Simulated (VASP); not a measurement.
Here is a VASP 6.6.1 calculation.

The input INCAR:

```
SYSTEM = Ni
PREC     = Accurate       ! precision mode
ENCUT    = 520            ! plane-wave cutoff, eV
EDIFF    = 1E-6           ! SCF threshold, eV
ISMEAR   = -1             ! smearing method
SIGMA    = 0.15           ! smearing width, eV
LREAL    = .False.        ! projectors in reciprocal space
LASPH    = .True.         ! aspherical terms in the spheres
NELM     = 150            ! most SCF steps
ALGO     = Normal         ! electronic algorithm
ISIF     = 2              ! what is computed and relaxed
LWAVE    = .False.        ! write WAVECAR
LCHARG   = .False.        ! write CHGCAR
ISPIN    = 2              ! spin polarisation
MAGMOM   = 2              ! initial moments
LORBIT   = 11             ! projections on sites
LMAXMIX  = 4              ! l up to which the mixer works
GGA      = PS             ! functional
IVDW     = 12             ! dispersion correction
NBANDS   = 15             ! bands
```

The input KPOINTS:

```
Automatic mesh
0
Gamma
  15 15 15
  0 0 0
```

POSCAR

```
Ni
1.0
   -1.3837154700      1.3837154700      1.3837154700
    1.3837154700     -1.3837154700      1.3837154700
    1.3837154700      1.3837154700     -1.3837154700
Ni
1
Direct
    0.0000000000      0.0000000000      0.0000000000
```

Potentials or basis: VASP PAW PBE potentials, release 64 (Ni).

Command:

```console
$ cat potpaw_PBE.64/Ni/POTCAR > POTCAR
$ mpirun -np 1 vasp_std > vasp.out
```

Question: Predict the site moments.

Answer: Ni +0.40 μB.

Question: Estimate the net moment.

Answer: 0.40 μB per cell.

Caveat: three body term missing.
